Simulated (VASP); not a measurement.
# Al in VASP: relaxation of the atoms with PBEsol

Aim: the relaxation of the atoms of Al with PBEsol.

Everything below comes from runs of VASP 6.6.1. Logs are shortened: lines on timing, memory, paths and dates and some standing lists are left out, and cuts for length are marked.

### Step 1. The cell of the first run

The cell holds a slab with vacuum, 7 atoms: a = 2.839 Å, b = 2.839 Å, c = 27.047 Å, α = 90.00°, β = 90.00°, γ = 90.00°.

### Step 2. Relaxation of the atoms, PBEsol

Contents of INCAR:

```
ALGO     = Normal         # electronic algorithm
DIPOL    = 0.5 0.5 0.500
EDIFF    = 1E-7           # SCF threshold, eV
EDIFFG   = -0.02          # ionic threshold
ENCUT    = 520            # plane-wave cutoff, eV
GGA      = PS             # functional
IBRION   = 2              # ionic algorithm
IDIPOL   = 3            
ISIF     = 2              # what is computed and relaxed
ISMEAR   = 0              # smearing method
LASPH    = True           # aspherical terms in the spheres
LCHARG   = False          # write CHGCAR
LDIPOL   = True         
LREAL    = False          # projectors in reciprocal space
LWAVE    = False          # write WAVECAR
NELM     = 60             # most SCF steps
NSW      = 80             # ionic steps
PREC     = Accurate       # precision mode
SIGMA    = 0.1            # smearing width, eV
```

Contents of KPOINTS:

```
k-points
0
Gamma
  12 12 1
```

Contents of POSCAR:

```
Al
1.0
    2.8394492336      0.0000000000      0.0000000000
    0.0000000000      2.8394492336      0.0000000000
    0.0000000000      0.0000000000     27.0467628474
Al
7
Direct
    0.5000000000      0.5000000000      0.2772975103
    0.0000000000      0.0000000000      0.3515316736
    0.5000000000      0.5000000000      0.4257658368
    0.0000000000      0.0000000000      0.5000000000
    0.5000000000      0.5000000000      0.5742341632
    0.0000000000      0.0000000000      0.6484683264
    0.5000000000      0.5000000000      0.7227024897
```

Potentials or basis: VASP PAW PBE potentials, release 64 (Al).

The run is started by

```bash
$ cat potpaw_PBE.64/Al/POTCAR > POTCAR
$ mpirun -np 1 vasp_std > vasp.out
```

OUTCAR:

```text
EDIFF = 1E-7
   EDIFFG = -0.02
   ENCUT = 520
   GGA = PS
   IBRION = 2
   ISIF = 2
   ISMEAR = 0
   LASPH = True
   LREAL = False
   NELM = 60
   NSW = 80
   PREC = Accurate

 ion  position               nearest neighbor table
   1  0.500  0.500  0.277-   2 2.84   2 2.84   2 2.84   2 2.84
   2  0.000  0.000  0.352-   3 2.84   3 2.84   3 2.84   3 2.84   1 2.84   1 2.84   1 2.84   1 2.84

   3  0.500  0.500  0.426-   2 2.84   2 2.84   2 2.84   2 2.84   4 2.84   4 2.84   4 2.84   4 2.84

   4  0.000  0.000  0.500-   3 2.84   5 2.84   3 2.84   5 2.84   3 2.84   5 2.84   3 2.84   5 2.84

   5  0.500  0.500  0.574-   6 2.84   6 2.84   6 2.84   6 2.84   4 2.84   4 2.84   4 2.84   4 2.84

   6  0.000  0.000  0.648-   5 2.84   5 2.84   5 2.84   5 2.84   7 2.84   7 2.84   7 2.84   7 2.84

   7  0.500  0.500  0.723-   6 2.84   6 2.84   6 2.84   6 2.84

  LATTYP: Found a simple tetragonal cell.
 ALAT       =     2.8394492336
 C/A-ratio  =     9.5253553145

  Lattice vectors:

 A1 = (   2.8394492336,   0.0000000000,   0.0000000000)
 A2 = (   0.0000000000,   2.8394492336,   0.0000000000)
 A3 = (   0.0000000000,   0.0000000000,  27.0467628474)

Analysis of symmetry for initial positions (statically):
=====================================================================
 Subroutine PRICEL returns:
 Original cell was already a primitive cell.

 Routine SETGRP: Setting up the symmetry group for a
 simple tetragonal supercell.

 Subroutine GETGRP returns: Found 16 space group operations
 (whereof 16 operations were pure point group operations)
 out of a pool of 16 trial point group operations.

The static configuration has the point symmetry D_4h.

Analysis of symmetry for dynamics (positions and initial velocities):
=====================================================================
 Subroutine PRICEL returns:
 Original cell was already a primitive cell.

 Routine SETGRP: Setting up the symmetry group for a
 simple tetragonal supercell.

 Subroutine GETGRP returns: Found 16 space group operations
 (whereof 16 operations were pure point group operations)
 out of a pool of 16 trial point group operations.

The dynamic configuration has the point symmetry D_4h.

 Subroutine INISYM returns: Found 16 space group operations
 (whereof 16 operations are pure point group operations),
 and found     1 'primitive' translations

----------------------------------------------------------------------------------------

                                     Primitive cell

  volume of cell :     218.0638

  direct lattice vectors                    reciprocal lattice vectors
     2.839449234  0.000000000  0.000000000     0.352180975  0.000000000  0.000000000
     0.000000000  2.839449234  0.000000000     0.000000000  0.352180975  0.000000000
     0.000000000  0.000000000 27.046762847     0.000000000  0.000000000  0.036973001

  length of vectors
     2.839449234  2.839449234 27.046762847     0.352180975  0.352180975  0.036973001

  position of ions in fractional coordinates (direct lattice)
     0.500000000  0.500000000  0.277297510
     0.000000000  0.000000000  0.351531674
     0.500000000  0.500000000  0.425765837
     0.000000000  0.000000000  0.500000000
     0.500000000  0.500000000  0.574234163
     0.000000000  0.000000000  0.648468326
     0.500000000  0.500000000  0.722702490

  ion indices of the primitive-cell ions
   primitive index   ion index
                 1           1
                 2           2
                 3           3
                 4           4
                 5           5
                 6           6
                 7           7

----------------------------------------------------------------------------------------

 KPOINTS: k-points

Automatic generation of k-mesh.
 Grid dimensions read from file:
 generate k-points for:   12   12    1

 Generating k-lattice:

  Cartesian coordinates                     Fractional coordinates (reciprocal lattice)
     0.029348415  0.000000000  0.000000000     0.083333333  0.000000000  0.000000000
[... 55 lines left out ...]
   LSORBIT =      F    spin-orbit coupling
   LASPH  =      T    aspherical Exc in radial PAW
   ENCUT  =  520.0 eV  38.22 Ry    6.18 a.u.   5.28  5.28 50.29*2*pi/ulx,y,z
   NELM   =     60;   NELMIN=  2; NELMDL= -5     # of ELM steps
   EDIFF  = 0.1E-06   stopping-criterion for ELM
   LREAL  =      F    real-space projection
   EDIFFG = -.2E-01   stopping-criterion for IOM
   NSW    =     80    number of steps for IOM
   IBRION =      2    ionic relax: 0-MD 1-quasi-New 2-CG
   NFREE  =      1    steps in history (QN), initial steepest desc. (CG)
   ISIF   =      2    stress and relaxation
   ISYM   =      2    0-nonsym 1-usesym 2-fastsym
   POTIM  = 0.5000    time-step for ionic-motion
   TEBEG  =    0.0;   TEEND  =   0.0 temperature during run
   PSTRESS=    0.0 pullay stress
   NELECT =      21.0000    total number of electrons
   NUPDOWN=      -1.0000    fix difference up-down
   EMIN   =  10.00;   EMAX   =-10.00  energy-range for DOS
   EFERMI =   0.00;   METHOD = LEGACY
   ISMEAR =     0;   SIGMA  =   0.10  broadening in eV -4-tet -1-fermi 0-gaus
   EFERMI_NEDOS =   21; number of points for ismear=-14 and -15
   IALGO  =     38    algorithm
   IMIX   =      4    mixing-type and parameters
     AMIX     =   0.40;   BMIX     =  1.00
     AMIX_MAG =   1.60;   BMIX_MAG =  1.00
  volume/ion in A,a.u.               =      31.15       210.22
  Fermi-wavevector in a.u.,A,eV,Ry     =   0.750390  1.418031  7.661229  0.563084
  Thomas-Fermi vector in A             =   1.847129
   LORBIT       =      0    0 simple, 1 ext, 2 COOP (PROOUT), +10 PAW based schemes
   GGA     = PS    functional components
   LHFCALC =     F    Hartree Fock is set to
   AEXX    =    0.0000 exact exchange contribution
   IVDW    =     0    specifies the selected vdW correction
   LEPSILON=     F    determine dielectric tensor
   LRPA    =     F    only Hartree local field effects (RPA)
 conjugate gradient relaxation of ions
 non-spin polarized calculation
 Gauss-broadening in eV      SIGMA  =   0.10
  energy-cutoff  :      520.00
  volume of cell :      218.06
 maximum number of plane-waves:      5925
 NGX is ok and might be reduce to    24
   NGX = 11   NGY = 11   NGZ =101

--------------------------------------- Ionic step        1  -------------------------------------------

 number of electron      21.0000000 magnetization

 Free energy of the ion-electron system (eV)
  ---------------------------------------------------
  ext. energy  EPLUGINS =         0.00000000
  ---------------------------------------------------
  free energy    TOTEN  =       -27.58244611 eV

  energy without entropy =      -27.56607195  energy(sigma->0) =      -27.57425903

------------------------ aborting loop because EDIFF is reached ----------------------------------------

  FORCE on cell =-STRESS in cart. coord.  units (eV):
  Direction    XX          YY          ZZ          XY          YZ          ZX
  --------------------------------------------------------------------------------------
  -------------------------------------------------------------------------------------
  Total       -1.6513968     -1.6513968      0.3918925      0.0000000      0.0000000     -0.0000000
  in kB      -12.1332878    -12.1332878      2.8793469      0.0000000      0.0000000     -0.0000000
  external PRESSURE =      -7.1290763 kB  Pullay stress =       0.0000000 kB
[... 151 lines left out ...]
--------------------------------------- Ionic step        5  -------------------------------------------

 number of electron      21.0000000 magnetization

 dipolmoment           0.000000      0.000000     -0.000000 electrons x Angstroem

------------------------ aborting loop because EDIFF is reached ----------------------------------------

  FORCE on cell =-STRESS in cart. coord.  units (eV):
  Direction    XX          YY          ZZ          XY          YZ          ZX
  --------------------------------------------------------------------------------------
  -------------------------------------------------------------------------------------
  Total       -1.7241977     -1.7241977      0.1813638      0.0000000      0.0000000      0.0000000
  in kB      -12.6681775    -12.6681775      1.3325324      0.0000000      0.0000000      0.0000000
  external PRESSURE =      -8.0012742 kB  Pullay stress =       0.0000000 kB
[... 28 lines left out ...]
--------------------------------------- Ionic step        6  -------------------------------------------

 number of electron      21.0000000 magnetization

 dipolmoment           0.000000      0.000000      0.000000 electrons x Angstroem

 Free energy of the ion-electron system (eV)
  ---------------------------------------------------
  ext. energy  EPLUGINS =         0.00000000
  ---------------------------------------------------
  free energy    TOTEN  =       -27.58774863 eV

  energy without entropy =      -27.57358869  energy(sigma->0) =      -27.58066866

 E-fermi :   2.2370     XC(G=0):  -6.1093

 val. band max:        2.2254777169   @ k =   0.5000   0.2500   0.0000
 cond. band min:       2.2610777860   @ k =   0.4167   0.3333   0.0000
 fundamental gap:      0.0356000691
 Fermi energy:         2.2370418185

 k-point     1 :       0.0000    0.0000    0.0000
  band No.  band energies     occupation
      1      -8.8783      2.00000
      2      -8.3336      2.00000
      3      -7.4951      2.00000
      4      -6.3721      2.00000
      5      -5.0049      2.00000
      6      -3.3458      2.00000
      7      -1.3869      2.00000
      8      -0.1055      2.00000
      9       2.5040      0.00016
     10       4.4150      0.00000
     11       5.7841      0.00000
     12       6.7069      0.00000
     13       6.8252      0.00000
     14       7.6347      0.00000
[... 377 lines left out ...]
      1      -3.7618      2.00000
      2      -3.2338      2.00000
      3      -2.4222      2.00000
      4      -1.3391      2.00000
      5      -0.9300      2.00000
      6      -0.4054      2.00000
      7      -0.0234      2.00000
      8       0.4066      2.00000
      9       1.4365      2.00000
     10       1.6050      2.00000
     11       2.2611      0.73392
     12       2.7327      0.00000
     13       2.8666      0.00000
     14       3.5514      0.00000

 [... further k-points ...]

------------------------ aborting loop because EDIFF is reached ----------------------------------------

 vacuum level on the upper side and lower side of the slab       (xc-potential included)        -0.308        -0.308

  FORCE on cell =-STRESS in cart. coord.  units (eV):
  Direction    XX          YY          ZZ          XY          YZ          ZX
  --------------------------------------------------------------------------------------
  -------------------------------------------------------------------------------------
  Total       -1.7718546     -1.7718546      0.1262372      0.0000000      0.0000000     -0.0000000
  in kB      -13.0183265    -13.0183265      0.9275013      0.0000000      0.0000000     -0.0000000
  external PRESSURE =      -8.3697172 kB  Pullay stress =       0.0000000 kB
[... 22 lines left out ...]
  FREE ENERGIE OF THE ION-ELECTRON SYSTEM (eV)
  ---------------------------------------------------
  free  energy   TOTEN  =       -27.5877486287 eV

  energy  without entropy=      -27.5735886949  energy(sigma->0) =      -27.58066866

 reached required accuracy - stopping structural energy minimisation

 vacuum level on the upper side and lower side of the slab         6.211         6.211
```

It took 11 min on 1 thread of Oxide Virtual Turin-like, shared host; peak memory 0.33 GiB.

Results:

- Free energy: -27.5877 eV
- Energy gained by relaxing: 0.8 meV/atom
- Ionic steps: 6
- Largest force after relaxing: 0.006 eV/Å
- Band gap on the k mesh: zero (an odd number of electrons rules out a gap without spin polarisation)

Forces on the atoms (eV/Å):
```
Al   0.000  0.000 -0.006
Al   0.000  0.000 -0.004
Al   0.000  0.000 -0.005
Al   0.000  0.000  0.000
Al   0.000  0.000  0.005
Al   0.000  0.000  0.004
Al   0.000  0.000  0.006
```

Step by step:
```csv
step,energy change (eV),largest force (eV/Å),pressure (GPa)
1,0.0000,0.1457,-0.71
2,-0.0029,0.0879,-0.74
3,-0.0047,0.0444,-0.79
4,-0.0047,0.0427,-0.79
5,-0.0050,0.0304,-0.80
6,-0.0053,0.0061,-0.84
```

Final structure:
```
Al
1.0
     2.83945    0.00000    0.00000
     0.00000    2.83945    0.00000
     0.00000    0.00000   27.04676
Al
7
Direct
  0.50000 0.50000 0.27645
  0.00000 0.00000 0.35223
  0.50000 0.50000 0.42596
  0.00000 0.00000 0.50000
  0.50000 0.50000 0.57404
  0.00000 0.00000 0.64777
  0.50000 0.50000 0.72355
```

Caveat: the PAW data sets were made with another functional, which shifts forces and pressure a little.
